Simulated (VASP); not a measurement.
Write the native input for VASP 6.6.1 that does the following.

```
Task                   : electric field gradients
Functional             : LDA
Potentials or basis    : VASP PAW LDA potentials, release 64 (Sc_sv, Ga_d)
Cutoff                 : 520 eV
k mesh                 : 9 × 9 × 9
Occupations            : fermi-dirac, width 0.05 eV
Spin                   : no spin polarisation
Dipole correction      : no
Further INCAR settings : ALGO = Normal; EDIFF = 1e-08; NBANDS = 33
```

The structure of ScGa3 lies in POSCAR:

```
ScGa3
1.0
    4.0396553778      0.0000000000      0.0000000000
    0.0000000000      4.0396553778      0.0000000000
    0.0000000000      0.0000000000      4.0396553778
Sc Ga
1 3
Direct
    0.0000000000      0.0000000000      0.0000000000
    0.0000000000      0.5000000000      0.5000000000
    0.5000000000      0.0000000000      0.5000000000
    0.5000000000      0.5000000000      0.0000000000
```

The input as run:

INCAR

```
ALGO = Normal
EDIFF = 1E-8
ENCUT = 520
GGA = CA
ISIF = 2
ISMEAR = -1
LASPH = T
LCHARG = F
LEFG = T
LREAL = F
LWAVE = F
NBANDS = 33
NELM = 60
PREC = Accurate
SIGMA = 0.05
```

KPOINTS

```
k-points
0
Gamma
  9 9 9
```

Potentials or basis: VASP PAW LDA potentials, release 64 (Sc_sv, Ga_d).

Run with:

```console
$ cat potpaw_LDA.64/Sc_sv/POTCAR potpaw_LDA.64/Ga_d/POTCAR > POTCAR
$ mpirun -np 1 vasp_std > vasp.out
```

Results of the run:

| Item | Value |
| --- | --- |
| Pressure | -2.2 GPa |
| Band gap on the k mesh | zero (bands 25 and 26 overlap by 3.28 eV) |
| Largest electric field gradient by atom | Sc -0.0; Ga +64.6 V/Å² |

Caveat: without QUAD_EFG the Cq values of the log hold for a quadrupole moment of 1 mb, not for the nuclei.

Wall time 47 s on 1 thread of Intel(R) Xeon(R) Platinum 8488C (Sapphire Rapids), with other jobs on the host, peak memory 0.19 GiB.
